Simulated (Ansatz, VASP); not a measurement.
In in VASP and in Ansatz

File INCAR:

```
PREC = Accurate
ENCUT = 520
EDIFF = 1E-6
ISMEAR = 0
SIGMA = 0.1
LREAL = F
LASPH = T
NELM = 60
ALGO = Fast
ISIF = 2
LWAVE = F
LCHARG = F
GGA = PE
NBANDS = 26
```

Contents of KPOINTS:

```
Automatic mesh
0
Gamma
  10 10 10
```

The input POSCAR:

```
In
1.0
    4.6472838246      0.0000000000      0.0000000000
    0.0000000000      4.6472838246      0.0000000000
    0.0000000000      0.0000000000      4.6472838246
In
3
Direct
    0.5000000000      0.0000000000      0.0000000000
    0.0000000000      0.5000000000      0.0000000000
    0.0000000000      0.0000000000      0.5000000000
```

Input for Ansatz:

```yaml
crystal:
  lattice:
    - [4.6472838246, 0.0, 0.0]
    - [0.0, 4.6472838246, 0.0]
    - [0.0, 0.0, 4.6472838246]
  atoms:
    - { symbol: In, position: [0.5, 0.0, 0.0] }
    - { symbol: In, position: [0.0, 0.5, 0.0] }
    - { symbol: In, position: [0.0, 0.0, 0.5] }
basis:
  ecutwfc: 420
kpoints:
  mp_grid: { grid: [10, 10, 10] }
hamiltonian:
  xc: pbe
scf:
  occupations: { method: gaussian, width: 0.1 }
output:
  forces: true
  stress: true
  eigenvalues: true
```

Alike in both runs: task single point; functional PBE; k mesh 10 × 10 × 10; occupations gaussian, width 0.1 eV; no spin polarisation.

|  | VASP | Ansatz |
| --- | --- | --- |
| version | VASP 6.6.1 | Ansatz 0.2.0 |
| potentials or method | VASP PAW PBE potentials, release 64 (In_d), cutoff 520 eV | scalar-relativistic, plane waves, PAW |
| valence electrons in the cell | 39 | 39 |

```tsv
	VASP	Ansatz	Ansatz less VASP
gap on the k mesh at the Fermi level (eV)	none	none	-
pressure (GPa)	-2.2	-2.2	+0.03
```

A gap of «none» marks a metal or a gap that the smearing closes.
